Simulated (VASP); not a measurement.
Input of a VASP 6.6.1 run:

Contents of INCAR:

```
ALGO     = Normal         # electronic algorithm
DIPOL    = 0.5 0.5 0.500
EDIFF    = 1E-6           # SCF threshold, eV
ENCUT    = 520            # plane-wave cutoff, eV
GGA      = PE             # functional
IDIPOL   = 3            
ISIF     = 2              # what is computed and relaxed
ISMEAR   = 0              # smearing method
IVDW     = 12             # dispersion correction
LASPH    = T              # aspherical terms in the spheres
LCHARG   = F              # write CHGCAR
LDIPOL   = T            
LREAL    = F              # projectors in reciprocal space
LWAVE    = F              # write WAVECAR
NBANDS   = 20             # bands
NELM     = 60             # most SCF steps
PREC     = Accurate       # precision mode
SIGMA    = 0.02           # smearing width, eV
```

Contents of KPOINTS:

```
k-points
0
Gamma
  12 12 1
```

Contents of POSCAR:

```
WS2
1.0
    3.0330000000      0.0000000000      0.0000000000
   -1.5165000000      2.6266550497      0.0000000000
    0.0000000000      0.0000000000     32.2910878415
S W
2 1
Direct
    0.3333333333      0.6666666667      0.4512000864
    0.3333333333      0.6666666667      0.5488121587
    0.6666666667      0.3333333333      0.5000061202
```

Potentials or basis: VASP PAW PBE potentials, release 64 (S, W_sv).

The run is started by

```console
$ cat potpaw_PBE.64/S/POTCAR potpaw_PBE.64/W_sv/POTCAR > POTCAR
$ mpirun -np 1 vasp_std > vasp.out
```

Task: What does it give for the largest force?

Result: 1.044 eV/Å.

Task: Estimate the band gap on the k mesh.

Result: 1.93 eV, indirect (least direct gap 2.45 eV).

Task: Estimate the dispersion energy per atom.

Result: -0.338 eV.

Forces on the atoms (eV/Å):
```
S    0.000  0.000 -1.044
S    0.000  0.000  1.044
W    0.000  0.000  0.000
```

Caveat: spin-orbit coupling is left out, which moves the levels of the heavy elements.
